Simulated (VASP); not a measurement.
# B (P6/mmm) in VASP: notebook, part 2 of 2

VASP 6.6.1. The steps go on from the part before.

## Step 5: Single point, LDA

This run uses another cell than the first one, of 9.40 Å³/atom, 1.096 times its volume.

Input file INCAR:

```
SYSTEM = B
PREC = Accurate
ENCUT = 520
EDIFF = 1E-6
ISMEAR = -1
SIGMA = 0.05
LREAL = .False.
LASPH = .True.
NELM = 80
ALGO = Normal
ISIF = 2
LWAVE = .False.
LCHARG = .False.
GGA = CA
NBANDS = 8
```

Input file KPOINTS:

```
Automatic mesh
0
Gamma
  19 19 8
  0 0 0
```

Input file POSCAR:

```
B
1.0
    1.7192908785      0.0000000000      0.0000000000
   -0.8596454392      1.4889494841      0.0000000000
    0.0000000000      0.0000000000      3.6714196282
B
1
Direct
    0.0000000000      0.0000000000      0.0000000000
```

Potentials or basis: VASP PAW LDA potentials, release 64 (B).

Started as:

```console
$ cat potpaw_LDA.64/B/POTCAR > POTCAR
$ mpirun -np 1 vasp_std > vasp.out
```

OUTCAR:

```text
SYSTEM = B
   PREC = Accurate
   ENCUT = 520
   EDIFF = 1E-6
   ISMEAR = -1
   LREAL = .False.
   LASPH = .True.
   NELM = 80
   ISIF = 2
   GGA = CA

 ion  position               nearest neighbor table
   1  0.000  0.000  0.000-

  LATTYP: Found a hexagonal cell.
 ALAT       =     1.7192908785
 C/A-ratio  =     2.1354266891

  Lattice vectors:

 A1 = (   1.7192908785,   0.0000000000,   0.0000000000)
 A2 = (  -0.8596454392,   1.4889494841,   0.0000000000)
 A3 = (   0.0000000000,   0.0000000000,   3.6714196282)

Analysis of symmetry for initial positions (statically):
=====================================================================
 Subroutine PRICEL returns:
 Original cell was already a primitive cell.

 Routine SETGRP: Setting up the symmetry group for a
 hexagonal supercell.

 Subroutine GETGRP returns: Found 24 space group operations
 (whereof 24 operations were pure point group operations)
 out of a pool of 24 trial point group operations.

The static configuration has the point symmetry D_6h.

Analysis of symmetry for dynamics (positions and initial velocities):
=====================================================================
 Subroutine PRICEL returns:
 Original cell was already a primitive cell.

 Routine SETGRP: Setting up the symmetry group for a
 hexagonal supercell.

 Subroutine GETGRP returns: Found 24 space group operations
 (whereof 24 operations were pure point group operations)
 out of a pool of 24 trial point group operations.

The dynamic configuration has the point symmetry D_6h.

 Subroutine INISYM returns: Found 24 space group operations
 (whereof 24 operations are pure point group operations),
 and found     1 'primitive' translations

----------------------------------------------------------------------------------------

[... 109 lines left out ...]
     AMIX     =   0.40;   BMIX     =  1.00
     AMIX_MAG =   1.60;   BMIX_MAG =  1.00
  volume/ion in A,a.u.               =       9.40        63.42
  Fermi-wavevector in a.u.,A,eV,Ry     =   1.118821  2.114266 17.031250  1.251762
  Thomas-Fermi vector in A             =   2.255456
   LORBIT       =      0    0 simple, 1 ext, 2 COOP (PROOUT), +10 PAW based schemes
   GGA     = CA    functional components
   LHFCALC =     F    Hartree Fock is set to
   AEXX    =    0.0000 exact exchange contribution
   IVDW    =     0    specifies the selected vdW correction
   LEPSILON=     F    determine dielectric tensor
   LRPA    =     F    only Hartree local field effects (RPA)
 non-spin polarized calculation
  energy-cutoff  :      520.00
  volume of cell :        9.40
 maximum number of plane-waves:       271
 NGX is ok and might be reduce to    14
   NGX =  7   NGY =  7   NGZ = 13

 number of electron       3.0000000 magnetization

 Free energy of the ion-electron system (eV)
  ---------------------------------------------------
  ext. energy  EPLUGINS =         0.00000000
  ---------------------------------------------------
  free energy    TOTEN  =        -6.73085353 eV

  energy without entropy =       -6.72861516  energy(sigma->0) =       -6.72973434

 E-fermi :   5.1080     XC(G=0): -10.2132

 val. band max:        5.0138740336   @ k =   0.3158   0.2632   0.5000
 cond. band min:       5.1316212495   @ k =   0.2105   0.2105   0.5000
 fundamental gap:      0.1177472158
 Fermi energy:         5.1079943742

 k-point     1 :       0.0000    0.0000    0.0000
  band No.  band energies     occupation
      1     -11.7358      2.00000
      2      -1.4780      2.00000
      3       7.2516      0.00000
      4      28.9319      0.00000
      5      28.9319      0.00000
      6      30.3873      0.00000
      7      36.4911      0.00000
      8      50.4829      0.00000
[... 243 lines left out ...]
 k-point    24 :       0.3158    0.1053    0.0000
  band No.  band energies     occupation
      1      -5.6005      2.00000
      2       7.3964      0.00000
      3       9.9234      0.00000
      4      16.0914      0.00000
      5      20.5698      0.00000
      6      25.9620      0.00000
      7      33.6345      0.00000
      8      39.0208      0.00000

 [... further k-points ...]

------------------------ aborting loop because EDIFF is reached ----------------------------------------

  FORCE on cell =-STRESS in cart. coord.  units (eV):
  Direction    XX          YY          ZZ          XY          YZ          ZX
  --------------------------------------------------------------------------------------
  -------------------------------------------------------------------------------------
  Total       -0.7011621     -0.7011620     -0.0227566     -0.0000000     -0.0000000      0.0000000
  in kB     -119.5269050   -119.5268900     -3.8793165     -0.0000000     -0.0000000      0.0000000
  external PRESSURE =     -80.9777038 kB  Pullay stress =       0.0000000 kB

 VOLUME and BASIS-vectors are now :
 -----------------------------------------------------------------------------
  energy-cutoff  :      520.00
  volume of cell :        9.40
      direct lattice vectors                 reciprocal lattice vectors
     1.719290879  0.000000000  0.000000000     0.581635145  0.335807229  0.000000000
    -0.859645439  1.488949484  0.000000000     0.000000000  0.671614457  0.000000000
     0.000000000  0.000000000  3.671419628     0.000000000  0.000000000  0.272374204

 POSITION                                       TOTAL-FORCE (eV/Angst)
 -----------------------------------------------------------------------------------
      0.00000      0.00000      0.00000        -0.000000      0.000000      0.000000
 -----------------------------------------------------------------------------------
    total drift:                                0.000000      0.000000     -0.000000

  FREE ENERGIE OF THE ION-ELECTRON SYSTEM (eV)
  ---------------------------------------------------
  free  energy   TOTEN  =        -6.7308535288 eV

  energy  without entropy=       -6.7286151551  energy(sigma->0) =       -6.72973434
```

stdout:

```text
POSCAR found type information on POSCAR B
 POSCAR found :  1 types and       1 ions
 scaLAPACK will be used
 LDA part: xc-table for (Slater(with rela. corr.)+CA(PZ))
 , standard interpolation
 POSCAR, INCAR and KPOINTS ok, starting setup
 FFT: planning ... GRIDC
 FFT: planning ... GRID_SOFT
 FFT: planning ... GRID
 WAVECAR not read
 entering main loop
```

Run time: 7.2 s. Hardware: 1 thread of Intel Xeon Platinum 8488C (Sapphire Rapids), shared host; peak memory 0.11 GiB.

Results:

```yaml
Free_energy: -6.7309 eV
Pressure: -8.1 GPa
```

Stress tensor (GPa, compression positive):
```
-11.95   0.00   0.00
  0.00 -11.95   0.00
  0.00   0.00  -0.39
```

Levels at points of the mesh, in eV from the Fermi level:
| k point | band 1 | band 2 | band 3 | band 4 | band 5 |
| --- | --- | --- | --- | --- | --- |
| (0.00, 0.00, 0.00) | -16.84 | -6.59 | 2.14 | 23.82 | 23.82 |
| (0.00, 0.00, 0.50) | -16.53 | -8.48 | 8.60 | 13.50 | 23.83 |

## Step 6: Single point, LDA

This run uses another cell than the first one, of 9.67 Å³/atom, 1.128 times its volume.

Input file INCAR:

```
ALGO = Normal
EDIFF = 1E-6
ENCUT = 520
GGA = CA
ISIF = 2
ISMEAR = -1
LASPH = T
LCHARG = T
LELF = T
LREAL = F
LVHAR = T
LWAVE = F
NBANDS = 8
NELM = 100
PREC = Accurate
SIGMA = 0.05
```

Input file KPOINTS:

```
k-points
0
Gamma
  19 19 8
```

Input file POSCAR:

```
B
1.0
    1.7358235357      0.0000000000      0.0000000000
   -0.8679117679      1.5032671844      0.0000000000
    0.0000000000      0.0000000000      3.7067239057
B
1
Direct
    0.0000000000      0.0000000000      0.0000000000
```

Potentials or basis: VASP PAW LDA potentials, release 64 (B).

Started as:

```console
$ cat potpaw_LDA.64/B/POTCAR > POTCAR
$ mpirun -np 1 vasp_std > vasp.out
```

OUTCAR:

```text
EDIFF = 1E-6
   ENCUT = 520
   GGA = CA
   ISIF = 2
   ISMEAR = -1
   LASPH = T
   LREAL = F
   NELM = 100
   PREC = Accurate

 ion  position               nearest neighbor table
   1  0.000  0.000  0.000-

  LATTYP: Found a hexagonal cell.
 ALAT       =     1.7358235357
 C/A-ratio  =     2.1354266891

  Lattice vectors:

 A1 = (   1.7358235357,   0.0000000000,   0.0000000000)
 A2 = (  -0.8679117679,   1.5032671844,   0.0000000000)
 A3 = (   0.0000000000,   0.0000000000,   3.7067239057)

Analysis of symmetry for initial positions (statically):
=====================================================================
 Subroutine PRICEL returns:
 Original cell was already a primitive cell.

 Routine SETGRP: Setting up the symmetry group for a
 hexagonal supercell.

 Subroutine GETGRP returns: Found 24 space group operations
 (whereof 24 operations were pure point group operations)
 out of a pool of 24 trial point group operations.

The static configuration has the point symmetry D_6h.

Analysis of symmetry for dynamics (positions and initial velocities):
=====================================================================
[... 160 lines left out ...]
 fundamental gap:      0.1281104168
 Fermi energy:         4.8635772531

 k-point     1 :       0.0000    0.0000    0.0000
  band No.  band energies     occupation
      1     -11.7521      2.00000
      2      -1.5525      2.00000
      3       7.0617      0.00000
      4      28.0608      0.00000
      5      28.0608      0.00000
      6      29.6894      0.00000
      7      35.7444      0.00000
      8      49.4279      0.00000
[... 243 lines left out ...]
 k-point    24 :       0.3158    0.1053    0.0000
  band No.  band energies     occupation
      1      -5.6761      2.00000
      2       7.1284      0.00000
      3       9.5323      0.00000
      4      15.6985      0.00000
      5      19.9148      0.00000
      6      25.3709      0.00000
      7      32.9513      0.00000
      8      38.1869      0.00000

 [... further k-points ...]

------------------------ aborting loop because EDIFF is reached ----------------------------------------

  FORCE on cell =-STRESS in cart. coord.  units (eV):
  Direction    XX          YY          ZZ          XY          YZ          ZX
  --------------------------------------------------------------------------------------
  -------------------------------------------------------------------------------------
  Total       -1.1214347     -1.1214345     -0.0354215      0.0000000     -0.0000000     -0.0000000
  in kB     -185.7601563   -185.7601330     -5.8673955      0.0000000     -0.0000000     -0.0000000
  external PRESSURE =    -125.7958949 kB  Pullay stress =       0.0000000 kB

 VOLUME and BASIS-vectors are now :
 -----------------------------------------------------------------------------
  energy-cutoff  :      520.00
  volume of cell :        9.67
      direct lattice vectors                 reciprocal lattice vectors
     1.735823536  0.000000000  0.000000000     0.576095426  0.332608870  0.000000000
    -0.867911768  1.503267184  0.000000000     0.000000000  0.665217741  0.000000000
     0.000000000  0.000000000  3.706723906     0.000000000  0.000000000  0.269780007

 POSITION                                       TOTAL-FORCE (eV/Angst)
 -----------------------------------------------------------------------------------
      0.00000      0.00000      0.00000        -0.000000      0.000000      0.000000
 -----------------------------------------------------------------------------------
    total drift:                                0.000000      0.000000     -0.000000

  FREE ENERGIE OF THE ION-ELECTRON SYSTEM (eV)
  ---------------------------------------------------
  free  energy   TOTEN  =        -6.7132317843 eV

  energy  without entropy=       -6.7104283150  energy(sigma->0) =       -6.71183005
```

OSZICAR:

```text
N       E                     dE             d eps       ncg     rms          rms(c)
DAV:   1    -0.299507605258E+01   -0.29951E+01   -0.15184E+03  3296   0.289E+02
DAV:   2    -0.716085707219E+01   -0.41658E+01   -0.38800E+01  4320   0.445E+01
DAV:   3    -0.717232109619E+01   -0.11464E-01   -0.11462E-01  3680   0.256E+00
DAV:   4    -0.717232572632E+01   -0.46301E-05   -0.46302E-05  4768   0.462E-02
DAV:   5    -0.717232572676E+01   -0.43732E-09   -0.54397E-09  3752   0.299E-04    0.275E+00
DAV:   6    -0.682596392200E+01    0.34636E+00   -0.30619E-01  3352   0.206E+00    0.149E+00
DAV:   7    -0.671404695016E+01    0.11192E+00   -0.35407E-01  3480   0.215E+00    0.287E-01
DAV:   8    -0.671544741912E+01   -0.14005E-02   -0.17013E-02  3448   0.536E-01    0.186E-01
DAV:   9    -0.671322972055E+01    0.22177E-02   -0.61703E-03  3440   0.288E-01    0.183E-02
DAV:  10    -0.671323461369E+01   -0.48931E-05   -0.15556E-05  3664   0.254E-02    0.596E-03
DAV:  11    -0.671323178469E+01    0.28290E-05   -0.85659E-06  3672   0.107E-02    0.460E-04
DAV:  12    -0.671323178431E+01    0.38119E-09   -0.11981E-08  2080   0.947E-04
   1 F= -.67132318E+01 E0= -.67118300E+01  d E =-.280347E-02
```

Run time: 12 s. Hardware: 1 thread of Intel Xeon Platinum 8488C (Sapphire Rapids), shared host; peak memory 0.11 GiB.

Results:

```yaml
Free_energy: -6.7132 eV
Pressure: -12.6 GPa
```

Levels at points of the mesh, in eV from the Fermi level:
```
           k point  band 1  band 2  band 3  band 4  band 5  band 6
(0.00, 0.00, 0.00)  -16.62   -6.42    2.20   23.20   23.20   24.83
(0.00, 0.00, 0.50)  -16.31   -8.25    8.51   13.32   23.20   23.20
```

## Step 7: Summary

```tsv
cell	gap on the mesh (eV)	pressure (GPa)
a = 1.668, b = 1.668, c = 3.561 Å, angles 90.0, 90.0, 120.0°, 1 atom	none	9.9
a = 1.685, b = 1.685, c = 3.599 Å, angles 90.0, 90.0, 120.0°, 1 atom	none	3.1
a = 1.702, b = 1.702, c = 3.635 Å, angles 90.0, 90.0, 120.0°, 1 atom	none	-2.9
a = 1.719, b = 1.719, c = 3.671 Å, angles 90.0, 90.0, 120.0°, 1 atom	none	-8.1
a = 1.736, b = 1.736, c = 3.707 Å, angles 90.0, 90.0, 120.0°, 1 atom	none	-12.6
```

Alike in all rows: task single point; level LDA; potentials or basis VASP PAW LDA potentials, release 64 (B); no spin polarisation; k mesh 19 × 19 × 8; cutoff (eV) 520; smearing fermi-dirac 0.05 eV.

Total energies depend on the potentials used, so only differences within one code and one set of settings carry meaning.
